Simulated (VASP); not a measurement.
# ZnSb3 (I4/mmm) in VASP: single point with PBE

Aim: the single point of ZnSb3 with PBE.

Program: VASP 6.6.1. These are calculated values, not measurements. Logs are shortened: lines on timing, memory, paths and dates and some standing lists are left out, and cuts for length are marked.

## Step 1: The cell of the first run

The typed cell holds 4 atoms: a = 5.224 Å, b = 5.224 Å, c = 5.224 Å, α = 120.01°, β = 120.01°, γ = 89.97°.

## Step 2: Single point, PBE

Input file INCAR:

```
SYSTEM = ZnSb3
PREC = Accurate
ENCUT = 520
EDIFF = 1E-6
ISMEAR = 0
SIGMA = 0.1
LREAL = .FALSE.
LASPH = .TRUE.
NELM = 60
ALGO = Normal
ISIF = 2
LWAVE = .FALSE.
LCHARG = .FALSE.
GGA = PE
NBANDS = 22
```

Input file KPOINTS:

```
Automatic mesh
0
G
  14 14 14
  0 0 0
```

Input file POSCAR:

```
ZnSb3
1.0
   -2.6115474479      2.6115474479      3.6949517901
    2.6115474479     -2.6115474479      3.6949517901
    2.6115474479      2.6115474479     -3.6949517901
Zn Sb
1 3
Direct
    0.0000000000      0.0000000000      0.0000000000
    0.5000000000      0.5000000000      0.0000000000
    0.2500000000      0.7500000000      0.5000000000
    0.7500000000      0.2500000000      0.5000000000
```

Potentials or basis: VASP PAW PBE potentials, release 64 (Zn, Sb).

On the command line:

```
cat potpaw_PBE.64/Zn/POTCAR potpaw_PBE.64/Sb/POTCAR > POTCAR
mpirun -np 1 vasp_std > vasp.out
```

OUTCAR:

```text
SYSTEM = ZnSb3
   PREC = Accurate
   ENCUT = 520
   EDIFF = 1E-6
   ISMEAR = 0
   LREAL = .FALSE.
   LASPH = .TRUE.
   NELM = 60
   ISIF = 2
   GGA = PE

 ion  position               nearest neighbor table
   1  0.000  0.000  0.000-   3 3.20   4 3.20   3 3.20   4 3.20   4 3.20   3 3.20   4 3.20   3 3.20

   2  0.500  0.500  0.000-   3 3.20   4 3.20   3 3.20   4 3.20   3 3.20   4 3.20   3 3.20   4 3.20

   3  0.250  0.750  0.500-   1 3.20   2 3.20   1 3.20   2 3.20   1 3.20   2 3.20   1 3.20   2 3.20
                             4 3.69   4 3.69   4 3.69   4 3.69   4 3.69   4 3.69
   4  0.750  0.250  0.500-   1 3.20   2 3.20   1 3.20   2 3.20   2 3.20   1 3.20   2 3.20   1 3.20
                             3 3.69   3 3.69   3 3.69   3 3.69   3 3.69   3 3.69

  LATTYP: Found a body centered tetragonal cell.
 ALAT       =     5.2230948958
 C/A-ratio  =     1.4148514870

  Lattice vectors:

 A1 = (  -2.6115474479,   2.6115474479,   3.6949517901)
 A2 = (   2.6115474479,  -2.6115474479,   3.6949517901)
 A3 = (   2.6115474479,   2.6115474479,  -3.6949517901)

Analysis of symmetry for initial positions (statically):
=====================================================================
 Subroutine PRICEL returns:
 Original cell was already a primitive cell.

 Routine SETGRP: Setting up the symmetry group for a
 body centered tetragonal supercell.

 Subroutine GETGRP returns: Found 16 space group operations
 (whereof 16 operations were pure point group operations)
 out of a pool of 16 trial point group operations.

The static configuration has the point symmetry D_4h.

Analysis of symmetry for dynamics (positions and initial velocities):
=====================================================================
 Subroutine PRICEL returns:
 Original cell was already a primitive cell.

 Routine SETGRP: Setting up the symmetry group for a
 body centered tetragonal supercell.

 Subroutine GETGRP returns: Found 16 space group operations
 (whereof 16 operations were pure point group operations)
 out of a pool of 16 trial point group operations.

The dynamic configuration has the point symmetry D_4h.

 Subroutine INISYM returns: Found 16 space group operations
 (whereof 16 operations are pure point group operations),
 and found     1 'primitive' translations

----------------------------------------------------------------------------------------

                                     Primitive cell

  volume of cell :     100.8009

  direct lattice vectors                    reciprocal lattice vectors
    -2.611547448  2.611547448  3.694951790     0.000000000  0.191457368  0.135319763
     2.611547448 -2.611547448  3.694951790     0.191457368  0.000000000  0.135319763
     2.611547448  2.611547448 -3.694951790     0.191457368  0.191457368  0.000000000

  length of vectors
     5.224273048  5.224273048  5.224273048     0.234451193  0.234451193  0.270761606

  position of ions in fractional coordinates (direct lattice)
     0.000000000  0.000000000  0.000000000
     0.500000000  0.500000000  0.000000000
     0.250000000  0.750000000  0.500000000
     0.750000000  0.250000000  0.500000000

  ion indices of the primitive-cell ions
   primitive index   ion index
                 1           1
                 2           2
                 3           3
                 4           4

----------------------------------------------------------------------------------------

 KPOINTS: Automatic mesh

Automatic generation of k-mesh.
 Grid dimensions read from file:
 generate k-points for:   14   14   14

 Generating k-lattice:

  Cartesian coordinates                     Fractional coordinates (reciprocal lattice)
     0.000000000  0.013675526  0.009665697     0.071428571  0.000000000  0.000000000
     0.013675526  0.000000000  0.009665697     0.000000000  0.071428571  0.000000000
     0.013675526  0.013675526  0.000000000     0.000000000  0.000000000  0.071428571

  Length of vectors
     0.016746514  0.016746514  0.019340115

  Shift w.r.t. Gamma in fractional coordinates (k-lattice)
     0.000000000  0.000000000  0.000000000

 Subroutine IBZKPT returns following result:
 ===========================================

 Found    244 irreducible k-points:

 Following reciprocal coordinates:
            Coordinates               Weight
  0.000000  0.000000  0.000000      1.000000
  0.071429 -0.000000  0.000000      8.000000
  0.142857 -0.000000  0.000000      8.000000
  0.214286 -0.000000  0.000000      8.000000
  0.285714 -0.000000  0.000000      8.000000
  0.357143  0.000000  0.000000      8.000000
[... 16 lines left out ...]
  0.214286  0.142857  0.000000     16.000000
  0.285714  0.142857  0.000000     16.000000
 [... further k-points ...]
   k-points           NKPTS =    244   k-points in BZ     NKDIM =    244   number of bands    NBANDS=     22
   number of dos      NEDOS =    301   number of ions     NIONS =      4
   total plane-waves  NPLWV =  64000
   dimension x,y,z NGX =    40 NGY =   40 NGZ =   40
   dimension x,y,z NGXF=    80 NGYF=   80 NGZF=   80
   ions per type =               1   3
   NGX,Y,Z   is equivalent  to a cutoff of  12.73, 12.73, 12.73 a.u.
   NGXF,Y,Z  is equivalent  to a cutoff of  25.46, 25.46, 25.46 a.u.
 SYSTEM =  ZnSb3
   PREC   = accura    normal or accurate (medium, high low for compatibility)
   ISTART =      0    job   : 0-new  1-cont  2-samecut
   ICHARG =      2    charge: 1-file 2-atom 10-const
   ISPIN  =      1    spin polarized calculation?
   LNONCOLLINEAR =      F non collinear calculations
   LSORBIT =      F    spin-orbit coupling
   LASPH  =      T    aspherical Exc in radial PAW
   ENCUT  =  520.0 eV  38.22 Ry    6.18 a.u.   9.71  9.71  9.71*2*pi/ulx,y,z
   NELM   =     60;   NELMIN=  2; NELMDL= -5     # of ELM steps
   EDIFF  = 0.1E-05   stopping-criterion for ELM
   LREAL  =      F    real-space projection
   EDIFFG = 0.1E-04   stopping-criterion for IOM
   NSW    =      0    number of steps for IOM
   IBRION =     -1    ionic relax: 0-MD 1-quasi-New 2-CG
   NFREE  =      0    steps in history (QN), initial steepest desc. (CG)
   ISIF   =      2    stress and relaxation
   ISYM   =      2    0-nonsym 1-usesym 2-fastsym
   POTIM  = 0.5000    time-step for ionic-motion
   TEBEG  =    0.0;   TEEND  =   0.0 temperature during run
   PSTRESS=    0.0 pullay stress
   NELECT =      27.0000    total number of electrons
   NUPDOWN=      -1.0000    fix difference up-down
   EMIN   =  10.00;   EMAX   =-10.00  energy-range for DOS
   EFERMI =   0.00;   METHOD = LEGACY
   ISMEAR =     0;   SIGMA  =   0.10  broadening in eV -4-tet -1-fermi 0-gaus
   EFERMI_NEDOS =   21; number of points for ismear=-14 and -15
   IALGO  =     38    algorithm
   IMIX   =      4    mixing-type and parameters
     AMIX     =   0.40;   BMIX     =  1.00
     AMIX_MAG =   1.60;   BMIX_MAG =  1.00
  volume/ion in A,a.u.               =      25.20       170.06
  Fermi-wavevector in a.u.,A,eV,Ry     =   1.055297  1.994221 15.152141  1.113651
  Thomas-Fermi vector in A             =   2.190489
   LORBIT       =      0    0 simple, 1 ext, 2 COOP (PROOUT), +10 PAW based schemes
   GGA     = PE    functional components
   LHFCALC =     F    Hartree Fock is set to
   AEXX    =    0.0000 exact exchange contribution
   IVDW    =     0    specifies the selected vdW correction
   LEPSILON=     F    determine dielectric tensor
   LRPA    =     F    only Hartree local field effects (RPA)
 non-spin polarized calculation
 Gauss-broadening in eV      SIGMA  =   0.10
  energy-cutoff  :      520.00
  volume of cell :      100.80
 maximum number of plane-waves:      2738
   NGX = 19   NGY = 19   NGZ = 19

 number of electron      26.9999989 magnetization

 Free energy of the ion-electron system (eV)
  ---------------------------------------------------
  ext. energy  EPLUGINS =         0.00000000
  ---------------------------------------------------
  free energy    TOTEN  =       -12.50664745 eV

  energy without entropy =      -12.49771321  energy(sigma->0) =      -12.50218033

 E-fermi :   7.0902     XC(G=0): -10.2138

 val. band max:        7.0900473976   @ k =   0.3571   0.3571   0.1429
 cond. band min:       7.0944223653   @ k =   0.5000   0.5000   0.3571
 fundamental gap:      0.0043749677
 Fermi energy:         7.0902277246

 k-point     1 :       0.0000    0.0000    0.0000
  band No.  band energies     occupation
      1      -5.3971      2.00000
      2      -0.4632      2.00000
      3       0.0483      2.00000
      4       0.0483      2.00000
      5       0.0483      2.00000
      6       0.1416      2.00000
[... 14 lines left out ...]
     21      14.8673      0.00000
     22      14.8694      0.00000

 k-point     2 :       0.0714   -0.0000    0.0000
  band No.  band energies     occupation
      1      -5.3577      2.00000
      2      -0.5660      2.00000
      3       0.0498      2.00000
      4       0.0498      2.00000
      5       0.0995      2.00000
      6       0.1404      2.00000
[... 14 lines left out ...]
     21      14.4547      0.00000
     22      14.7677      0.00000

 k-point     3 :       0.1429   -0.0000    0.0000
  band No.  band energies     occupation
      1      -5.2402      2.00000
      2      -0.8169      2.00000
      3       0.0538      2.00000
      4       0.0538      2.00000
      5       0.1375      2.00000
      6       0.1375      2.00000
[... 14 lines left out ...]
     21      13.5229      0.00000
     22      14.4310      0.00000

 k-point     4 :       0.2143   -0.0000    0.0000
  band No.  band energies     occupation
      1      -5.0465      2.00000
      2      -1.1867      2.00000
      3       0.0585      2.00000
      4       0.0585      2.00000
      5       0.0670      2.00000
      6       0.1342      2.00000
[... 14 lines left out ...]
     21      12.4946      0.00000
     22      13.8394      0.00000

 k-point     5 :       0.2857   -0.0000    0.0000
  band No.  band energies     occupation
      1      -4.7815      2.00000
      2      -1.6674      2.00000
      3      -0.1716      2.00000
      4       0.0616      2.00000
      5       0.0616      2.00000
      6       0.1326      2.00000
[... 14 lines left out ...]
     21      12.7405      0.00000
     22      13.3292      0.00000

 k-point     6 :       0.3571    0.0000    0.0000
  band No.  band energies     occupation
      1      -4.4565      2.00000
      2      -2.2005      2.00000
      3      -0.3214      2.00000
      4       0.0621      2.00000
      5       0.0621      2.00000
      6       0.1334      2.00000
[... 14 lines left out ...]
     21      12.6984      0.00000
     22      14.1043      0.00000

 k-point     7 :       0.4286   -0.0000    0.0000
  band No.  band energies     occupation
      1      -4.1094      2.00000
      2      -2.6935      2.00000
      3      -0.3990      2.00000
      4       0.0611      2.00000
      5       0.0612      2.00000
      6       0.1352      2.00000
[... 324 lines left out ...]
      6       0.1415      2.00000
[... 14 lines left out ...]
     21      13.7516      0.00000
     22      14.2676      0.00000

 k-point    21 :      -0.0714    0.0714    0.0000
  band No.  band energies     occupation
      1      -5.3446      2.00000
      2      -0.5925      2.00000
      3       0.0498      2.00000
      4       0.0498      2.00000
      5       0.1142      2.00000
      6       0.1362      2.00000
[... 14 lines left out ...]
     21      14.5466      0.00000
     22      14.6194      0.00000

 k-point    22 :       0.1429    0.1429    0.0000
  band No.  band energies     occupation
      1      -4.9818      2.00000
      2      -1.1913      2.00000
      3      -0.2660      2.00000
      4       0.0654      2.00000
      5       0.1248      2.00000
      6       0.1251      2.00000
[... 14 lines left out ...]
     21      12.8222      0.00000
     22      13.5473      0.00000

 k-point    23 :       0.2143    0.1429    0.0000
  band No.  band energies     occupation
      1      -4.7413      2.00000
      2      -1.5246      2.00000
      3      -0.5800      2.00000
      4       0.0722      2.00000
      5       0.1202      2.00000
      6       0.1291      2.00000
[... 14 lines left out ...]
     21      13.0446      0.00000
     22      13.5087      0.00000

 k-point    24 :       0.2857    0.1429    0.0000
  band No.  band energies     occupation
      1      -4.4360      2.00000
      2      -1.9765      2.00000
      3      -0.7886      2.00000
      4       0.0755      2.00000
      5       0.1202      2.00000
      6       0.1349      2.00000
[... 14 lines left out ...]
     21      13.2223      0.00000
     22      13.8251      0.00000

 [... further k-points ...]

------------------------ aborting loop because EDIFF is reached ----------------------------------------

  FORCE on cell =-STRESS in cart. coord.  units (eV):
  Direction    XX          YY          ZZ          XY          YZ          ZX
  --------------------------------------------------------------------------------------
  -------------------------------------------------------------------------------------
  Total       -0.0299351     -0.0299351     -0.0338271      0.0000000     -0.0000000      0.0000000
  in kB       -0.4758019     -0.4758019     -0.5376644      0.0000000     -0.0000000      0.0000000
  external PRESSURE =      -0.4964227 kB  Pullay stress =       0.0000000 kB

 VOLUME and BASIS-vectors are now :
 -----------------------------------------------------------------------------
  energy-cutoff  :      520.00
  volume of cell :      100.80
      direct lattice vectors                 reciprocal lattice vectors
    -2.611547448  2.611547448  3.694951790     0.000000000  0.191457368  0.135319763
     2.611547448 -2.611547448  3.694951790     0.191457368  0.000000000  0.135319763
     2.611547448  2.611547448 -3.694951790     0.191457368  0.191457368  0.000000000

 POSITION                                       TOTAL-FORCE (eV/Angst)
 -----------------------------------------------------------------------------------
      0.00000      0.00000      0.00000         0.000000      0.000000     -0.000000
      0.00000      0.00000      3.69495         0.000000      0.000000     -0.000000
      2.61155     -0.00000      1.84748        -0.000000      0.000000      0.000000
     -0.00000      2.61155      1.84748         0.000000     -0.000000      0.000000
 -----------------------------------------------------------------------------------
    total drift:                               -0.000000     -0.000000      0.000000

  FREE ENERGIE OF THE ION-ELECTRON SYSTEM (eV)
  ---------------------------------------------------
  free  energy   TOTEN  =       -12.5066474542 eV

  energy  without entropy=      -12.4977132116  energy(sigma->0) =      -12.50218033
```

Wall time 21 min (1 thread of AMD EPYC 7R13 (Zen 3), shared host); peak memory 0.58 GiB.

What came out:

```yaml
Free_energy: -12.5066 eV
Pressure: 0.0 GPa
```

Caveat: spin-orbit coupling is left out, which moves the levels of the heavy elements.
